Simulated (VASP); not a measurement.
Set up this calculation in VASP 6.6.1, as the native input.

- Task: single point
- Functional: PBE
- Potentials or basis: VASP PAW PBE potentials, release 64 (Ce, O)
- Cutoff: 520 eV
- k mesh: 12 × 12 × 12
- Occupations: gaussian, width 0.05 eV
- Spin: no spin polarisation
- Dipole correction: no
- Further INCAR settings: ALGO = Normal; EDIFF = 1e-06; NBANDS = 19

The structure of CeO2 lies in POSCAR:

```
CeO2
1.0
    0.0000000000      2.7321286902      2.7321286902
    2.7321286902      0.0000000000      2.7321286902
    2.7321286902      2.7321286902      0.0000000000
Ce O
1 2
Direct
    0.0000000000      0.0000000000      0.0000000000
    0.2500000000      0.2500000000      0.2500000000
    0.7646405988      0.7353594012      0.7646405988
```

This cell differs from its parent crystal: atom 3 (O) moved 0.08 Å along y.

One way to write it, as run:

INCAR

```
ALGO = Normal ; EDIFF = 1E-6
ENCUT = 520 ; GGA = PE
ISIF = 2 ; ISMEAR = 0
LASPH = True ; LCHARG = True
LELF = True ; LREAL = False
LVHAR = True ; LWAVE = False
NBANDS = 19 ; NELM = 60
PREC = Accurate ; SIGMA = 0.05
```

KPOINTS

```
k-points
0
Gamma
  12 12 12
```

Potentials or basis: VASP PAW PBE potentials, release 64 (Ce, O).

Launch:

```sh
$ cat potpaw_PBE.64/Ce/POTCAR potpaw_PBE.64/O/POTCAR > POTCAR
$ mpirun -np 1 vasp_std > vasp.out
```

It gave:

```
Pressure               : 0.3 GPa
Largest force          : 0.539 eV/Å
Band gap on the k mesh : 1.84 eV (least direct gap 1.93 eV)
```

Caveat: the cell differs from its parent crystal (atom 3 (O) moved 0.08 Å along y); spin-orbit coupling is left out, which moves the levels of the heavy elements; semilocal functionals describe open f shells poorly, which spoils levels, moments and volumes.

It took 5.7 min on 1 thread of Intel(R) Xeon(R) Platinum 8259CL CPU @ 2.50GHz (Skylake/Cascade Lake), on a shared host, peak memory 0.37 GiB.
